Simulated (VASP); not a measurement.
# Cr (Im-3m) in VASP: relaxation of cell and atoms with LDA

Aim: the relaxation of cell and atoms of Cr with LDA.

All numbers are computed with VASP 6.6.1; they aren't measurements. Logs are shortened: lines on timing, memory, paths and dates and some standing lists are left out, and cuts for length are marked.

### 1 The cell of the first run

Symmetry: Im-3m, No. 229, cubic system. The conventional cell has a = 2.800 Å, b = 2.800 Å, c = 2.800 Å, α = 90.00°, β = 90.00°, γ = 90.00°. Within 3.2 Å of Cr (site symmetry m-3m) lie 14 Cr at 2.42 to 2.80 Å.

### 2 Relaxation of cell and atoms, LDA, collinear spin, ferromagnetic start, target pressure -3.5 GPa, at which the enthalpy is minimised

INCAR

```
PREC = Accurate
ENCUT = 600
EDIFF = 1E-6
ISMEAR = -1
SIGMA = 0.05
LREAL = F
LASPH = T
NELM = 150
ALGO = Normal
ISIF = 3
LWAVE = F
LCHARG = F
ISPIN = 2
MAGMOM = 2
LORBIT = 11
LMAXMIX = 4
GGA = CA
IBRION = 2
NSW = 32
EDIFFG = -0.005
PSTRESS = -35.0
```

KPOINTS

```
regular mesh
0
Gamma
  19 19 19
```

POSCAR

```
Cr
1.0
   -1.3999252653      1.3999252653      1.3999252653
    1.3999252653     -1.3999252653      1.3999252653
    1.3999252653      1.3999252653     -1.3999252653
Cr
1
Direct
    0.0000000000      0.0000000000      0.0000000000
```

Potentials or basis: VASP PAW LDA potentials, release 64 (Cr_pv).

Command:

```bash
$ cat potpaw_LDA.64/Cr_pv/POTCAR > POTCAR
$ mpirun -np 1 vasp_std > vasp.out
```

OUTCAR:

```text
PREC = Accurate
   ENCUT = 600
   EDIFF = 1E-6
   ISMEAR = -1
   LREAL = F
   LASPH = T
   NELM = 150
   ISIF = 3
   ISPIN = 2
   LORBIT = 11
   GGA = CA
   IBRION = 2
   NSW = 32
   EDIFFG = -0.005
   PSTRESS = -35.0

 ion  position               nearest neighbor table
   1  0.000  0.000  0.000-

  LATTYP: Found a body centered cubic cell.
 ALAT       =     2.7998505306

  Lattice vectors:

 A1 = (  -1.3999252653,   1.3999252653,   1.3999252653)
 A2 = (   1.3999252653,  -1.3999252653,   1.3999252653)
 A3 = (   1.3999252653,   1.3999252653,  -1.3999252653)

Analysis of symmetry for initial positions (statically):
=====================================================================
 Subroutine PRICEL returns:
 Original cell was already a primitive cell.

 Routine SETGRP: Setting up the symmetry group for a
 body centered cubic supercell.

 Subroutine GETGRP returns: Found 48 space group operations
 (whereof 48 operations were pure point group operations)
 out of a pool of 48 trial point group operations.

The static configuration has the point symmetry O_h .

Analysis of symmetry for dynamics (positions and initial velocities):
=====================================================================
 Subroutine PRICEL returns:
 Original cell was already a primitive cell.

 Routine SETGRP: Setting up the symmetry group for a
 body centered cubic supercell.

 Subroutine GETGRP returns: Found 48 space group operations
 (whereof 48 operations were pure point group operations)
 out of a pool of 48 trial point group operations.

The dynamic configuration has the point symmetry O_h .

Analysis of structural, dynamic, and magnetic symmetry:
=====================================================================
 Subroutine PRICEL returns:
 Original cell was already a primitive cell.

 Routine SETGRP: Setting up the symmetry group for a
 body centered cubic supercell.

 Subroutine GETGRP returns: Found 48 space group operations
 (whereof 48 operations were pure point group operations)
 out of a pool of 48 trial point group operations.

The overall configuration has the point symmetry O_h .

 Subroutine INISYM returns: Found 48 space group operations
 (whereof 48 operations are pure point group operations),
 and found     1 'primitive' translations

----------------------------------------------------------------------------------------

                                     Primitive cell

  volume of cell :      10.9742

  direct lattice vectors                    reciprocal lattice vectors
    -1.399925265  1.399925265  1.399925265     0.000000000  0.357161923  0.357161923
     1.399925265 -1.399925265  1.399925265     0.357161923  0.000000000  0.357161923
     1.399925265  1.399925265 -1.399925265     0.357161923  0.357161923  0.000000000

  length of vectors
     2.424741686  2.424741686  2.424741686     0.505103236  0.505103236  0.505103236

  position of ions in fractional coordinates (direct lattice)
     0.000000000  0.000000000  0.000000000

  ion indices of the primitive-cell ions
   primitive index   ion index
                 1           1

----------------------------------------------------------------------------------------

 KPOINTS: regular mesh

Automatic generation of k-mesh.
 Grid dimensions read from file:
 generate k-points for:   19   19   19

 Generating k-lattice:

  Cartesian coordinates                     Fractional coordinates (reciprocal lattice)
     0.000000000  0.018797996  0.018797996     0.052631579  0.000000000  0.000000000
     0.018797996  0.000000000  0.018797996     0.000000000  0.052631579  0.000000000
     0.018797996  0.018797996  0.000000000     0.000000000  0.000000000  0.052631579

  Length of vectors
     0.026584381  0.026584381  0.026584381

  Shift w.r.t. Gamma in fractional coordinates (k-lattice)
     0.000000000  0.000000000  0.000000000

 Subroutine IBZKPT returns following result:
 ===========================================

 Found    220 irreducible k-points:

 Following reciprocal coordinates:
            Coordinates               Weight
  0.000000  0.000000  0.000000      1.000000
  0.052632  0.000000  0.000000     12.000000
  0.105263  0.000000  0.000000     12.000000
  0.157895  0.000000  0.000000     12.000000
  0.210526  0.000000  0.000000     12.000000
  0.263158  0.000000  0.000000     12.000000
[... 16 lines left out ...]
  0.263158  0.105263  0.000000     48.000000
  0.315789  0.105263  0.000000     48.000000
 [... further k-points ...]
   k-points           NKPTS =    220   k-points in BZ     NKDIM =    220   number of bands    NBANDS=     11
   number of dos      NEDOS =    301   number of ions     NIONS =      1
   total plane-waves  NPLWV =   8000
   dimension x,y,z NGX =    20 NGY =   20 NGZ =   20
   dimension x,y,z NGXF=    40 NGYF=   40 NGZF=   40
   ions per type =               1
   NGX,Y,Z   is equivalent  to a cutoff of  13.71, 13.71, 13.71 a.u.
   NGXF,Y,Z  is equivalent  to a cutoff of  27.42, 27.42, 27.42 a.u.
 SYSTEM =  unknown system
   PREC   = accura    normal or accurate (medium, high low for compatibility)
   ISTART =      0    job   : 0-new  1-cont  2-samecut
   ICHARG =      2    charge: 1-file 2-atom 10-const
   ISPIN  =      2    spin polarized calculation?
   LNONCOLLINEAR =      F non collinear calculations
   LSORBIT =      F    spin-orbit coupling
   LASPH  =      T    aspherical Exc in radial PAW
   ENCUT  =  600.0 eV  44.10 Ry    6.64 a.u.   4.84  4.84  4.84*2*pi/ulx,y,z
   NELM   =    150;   NELMIN=  2; NELMDL= -5     # of ELM steps
   EDIFF  = 0.1E-05   stopping-criterion for ELM
   LREAL  =      F    real-space projection
   EDIFFG = -.5E-02   stopping-criterion for IOM
   NSW    =     32    number of steps for IOM
   IBRION =      2    ionic relax: 0-MD 1-quasi-New 2-CG
   NFREE  =      1    steps in history (QN), initial steepest desc. (CG)
   ISIF   =      3    stress and relaxation
   ISYM   =      2    0-nonsym 1-usesym 2-fastsym
   POTIM  = 0.5000    time-step for ionic-motion
   TEBEG  =    0.0;   TEEND  =   0.0 temperature during run
   PSTRESS=  -35.0 pullay stress
   NELECT =      12.0000    total number of electrons
   NUPDOWN=      -1.0000    fix difference up-down
   EMIN   =  10.00;   EMAX   =-10.00  energy-range for DOS
   EFERMI =   0.00;   METHOD = LEGACY
   ISMEAR =    -1;   SIGMA  =   0.05  broadening in eV -4-tet -1-fermi 0-gaus
   EFERMI_NEDOS =   21; number of points for ismear=-14 and -15
   IALGO  =     38    algorithm
   IMIX   =      4    mixing-type and parameters
     AMIX     =   0.40;   BMIX     =  1.00
     AMIX_MAG =   1.60;   BMIX_MAG =  1.00
  volume/ion in A,a.u.               =      10.97        74.06
  Fermi-wavevector in a.u.,A,eV,Ry     =   1.686593  3.187199 38.703096  2.844597
  Thomas-Fermi vector in A             =   2.769230
   LORBIT       =     11    0 simple, 1 ext, 2 COOP (PROOUT), +10 PAW based schemes
   GGA     = CA    functional components
   LHFCALC =     F    Hartree Fock is set to
   AEXX    =    0.0000 exact exchange contribution
   IVDW    =     0    specifies the selected vdW correction
   LEPSILON=     F    determine dielectric tensor
   LRPA    =     F    only Hartree local field effects (RPA)
 conjugate gradient relaxation of ions
 spin polarized calculation
  energy-cutoff  :      600.00
  volume of cell :       10.97
 maximum number of plane-waves:       378
   NGX =  9   NGY =  9   NGZ =  9

 number of electron      12.0000009 magnetization      -0.0000477

 number of electron      12.0000009 magnetization       0.0000028

 Free energy of the ion-electron system (eV)
  ---------------------------------------------------
  ext. energy  EPLUGINS =         0.00000000
  ---------------------------------------------------
  free energy    TOTEN  =       -10.62943066 eV

  energy without entropy =      -10.62383633  energy(sigma->0) =      -10.62663349

 E-fermi :  11.5268     XC(G=0): -14.3055

 val. band max:       11.5200496425   @ k =   0.3684   0.0526   0.0526
 cond. band min:      11.5407892700   @ k =  -0.3158   0.3158   0.2632
 fundamental gap:      0.0207396275
 Fermi energy:        11.5268312849

 spin component 1

 k-point     1 :       0.0000    0.0000    0.0000
  band No.  band energies     occupation
      1     -30.7253      1.00000
      2     -30.7253      1.00000
      3     -30.7253      1.00000
      4       3.5820      1.00000
      5      10.5504      1.00000
      6      10.5504      1.00000
      7      10.5504      1.00000
      8      12.6932      0.00000
      9      12.6932      0.00000
     10      16.9099      0.00000
     11      34.2767      0.00000
[... 309 lines left out ...]
 k-point    24 :       0.3158    0.1053    0.0000
  band No.  band energies     occupation
      1     -31.6467      1.00000
      2     -31.0417      1.00000
      3     -30.7746      1.00000
      4       7.1709      1.00000
      5       9.1564      1.00000
      6      10.5773      1.00000
      7      12.5128      0.00000
      8      13.1527      0.00000
      9      14.4808      0.00000
     10      16.9091      0.00000
     11      24.8625      0.00000

 [... further k-points ...]

 spin component 2

 k-point     1 :       0.0000    0.0000    0.0000
  band No.  band energies     occupation
      1     -30.7253      1.00000
      2     -30.7253      1.00000
      3     -30.7253      1.00000
      4       3.5820      1.00000
      5      10.5504      1.00000
      6      10.5504      1.00000
      7      10.5504      1.00000
      8      12.6932      0.00000
      9      12.6932      0.00000
     10      16.9099      0.00000
     11      34.2766      0.00000
[... 309 lines left out ...]
 k-point    24 :       0.3158    0.1053    0.0000
  band No.  band energies     occupation
      1     -31.6467      1.00000
      2     -31.0417      1.00000
      3     -30.7746      1.00000
      4       7.1709      1.00000
      5       9.1564      1.00000
      6      10.5773      1.00000
      7      12.5129      0.00000
      8      13.1527      0.00000
      9      14.4808      0.00000
     10      16.9091      0.00000
     11      24.8625      0.00000

 [... further k-points ...]

------------------------ aborting loop because EDIFF is reached ----------------------------------------

  FORCE on cell =-STRESS in cart. coord.  units (eV):
  Direction    XX          YY          ZZ          XY          YZ          ZX
  --------------------------------------------------------------------------------------
  -------------------------------------------------------------------------------------
  Total       -0.2394749     -0.2394749     -0.2394749     -0.0000000     -0.0000000      0.0000000
  in kB      -34.9619756    -34.9619756    -34.9619756     -0.0000000     -0.0000000      0.0000000
  external PRESSURE =       0.0380244 kB  Pullay stress =     -35.0000000 kB

 VOLUME and BASIS-vectors are now :
 -----------------------------------------------------------------------------
  energy-cutoff  :      600.00
  volume of cell :       10.97
      direct lattice vectors                 reciprocal lattice vectors
    -1.399925265  1.399925265  1.399925265     0.000000000  0.357161923  0.357161923
     1.399925265 -1.399925265  1.399925265     0.357161923  0.000000000  0.357161923
     1.399925265  1.399925265 -1.399925265     0.357161923  0.357161923  0.000000000

 POSITION                                       TOTAL-FORCE (eV/Angst)
 -----------------------------------------------------------------------------------
      0.00000      0.00000      0.00000        -0.000000     -0.000000      0.000000
 -----------------------------------------------------------------------------------
    total drift:                                0.000000     -0.000000      0.000000

  FREE ENERGIE OF THE ION-ELECTRON SYSTEM (eV)
  ---------------------------------------------------
  free  energy   TOTEN  =       -10.6294306560 eV

  energy  without entropy=      -10.6238363322  energy(sigma->0) =      -10.62663349

  enthalpy is  TOTEN    =       -10.8691659677 eV   P V=       -0.2397353117

 reached required accuracy - stopping structural energy minimisation

 total charge

# of ion       s       p       d       tot
------------------------------------------
    1        0.445   6.434   4.297  11.175

 magnetization (x)

# of ion       s       p       d       tot
------------------------------------------
    1       -0.000  -0.000   0.000   0.000
```

Wall time 75 s (1 thread of Intel Xeon 8259CL, shared host); peak memory 0.17 GiB.

Results:

```
Free energy                                           : -10.6294 eV
Pressure after relaxing                               : -3.5 GPa
Band gap on the k mesh                                : zero (filled and empty bands overlap)
Net moment                                            : 0.00 μB per cell
Valence electrons inside the program's atomic spheres : Cr 11.18
```

Final structure:
```cif
data_structure
_symmetry_space_group_name_H-M 'P 1'
_symmetry_Int_Tables_number 1
_cell_length_a 2.4247
_cell_length_b 2.4247
_cell_length_c 2.4247
_cell_angle_alpha 109.471
_cell_angle_beta 109.471
_cell_angle_gamma 109.471
_cell_volume 10.97
loop_
_atom_site_label
_atom_site_type_symbol
_atom_site_fract_x
_atom_site_fract_y
_atom_site_fract_z
_atom_site_occupancy
Cr1 Cr 0.00000 0.00000 0.00000 1
```

Caveat: the starting moments collapsed, and a magnetic state may lie lower; the relaxation stopped at its first step, so nothing moved; the cell is relaxed towards a set pressure, so the enthalpy falls and the energy may rise.
